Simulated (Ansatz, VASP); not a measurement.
## Two plane-wave programs on W

File POSCAR:

```
W
1.0
    0.0000000000      2.0300000000      1.9894000000
    2.0300000000      0.0000000000      1.9894000000
    2.0300000000      2.0300000000      0.0000000000
W
1
Direct
    0.0000000000      0.0000000000      0.0000000000
```

Contents of INCAR.step1:

```
SYSTEM = W
PREC = Accurate ; ENCUT = 520
ISMEAR = 0 ; SIGMA = 0.15
LREAL = .False. ; LASPH = .True.
NELM = 60 ; NBANDS = 13
GGA = PE ; ALGO = Normal
EDIFF = 1E-4 ; LWAVE = .True.
LCHARG = .False.
```

The input INCAR.step2:

```
SYSTEM = W
PREC = Accurate ; ENCUT = 520
EDIFF = 1E-6 ; ISMEAR = 0
SIGMA = 0.15 ; LREAL = .False.
LASPH = .True. ; NELM = 60
ALGO = Normal ; ISIF = 2
LWAVE = .False. ; LCHARG = .False.
METAGGA = R2SCAN ; LMIXTAU = .True.
NBANDS = 13 ; ISTART = 1
```

The input KPOINTS:

```
Automatic mesh
0
Gamma
  20 20 20
  0 0 0
```

Input for Ansatz:

```yaml
crystal:
  lattice:
    - [0.0, 2.03, 1.9894]
    - [2.03, 0.0, 1.9894]
    - [2.03, 2.03, 0.0]
  atoms:
    - { symbol: W, position: [0.0, 0.0, 0.0] }
basis:
  ecutwfc: 500
kpoints:
  mp_grid: { grid: [20, 20, 20] }
hamiltonian:
  xc: r2scan
scf:
  occupations: { method: gaussian, width: 0.15 }
output:
  forces: true
  stress: true
  eigenvalues: true
  write_density: true
  write_potential: true
  elf: true
  volumetric_format: npy
```

Change from the starting cell: strain -0.0200 x Voigt [0, 0, 1, 0, 0, 0], atoms carried along.

Alike in both runs: task single point; functional r2SCAN; k mesh 20 × 20 × 20; occupations gaussian, width 0.15 eV; no spin polarisation.

```csv
,VASP,Ansatz
version,VASP 6.6.1,Ansatz 0.2.0
potentials or method,"VASP PAW PBE potentials, release 64 (W_sv), cutoff 520 eV","scalar-relativistic, plane waves, PAW"
valence electrons in the cell,14,14
```

Ansatz gave:

- gap on the k mesh at the Fermi level (eV): none
- pressure (GPa): -3.3
- traceless stress, the component that is largest in VASP (GPa): -6.23

**Question.** Estimate VASP's values.

**Answer.** gap on the k mesh at the Fermi level (eV): none; pressure (GPa): -2.2; traceless stress, the component that is largest in VASP (GPa): -6.30.

VASP's potentials were made for PBE, not for r2SCAN. A gap of «none» marks a metal or a gap that the smearing closes.

Neither program's run includes spin-orbit coupling.
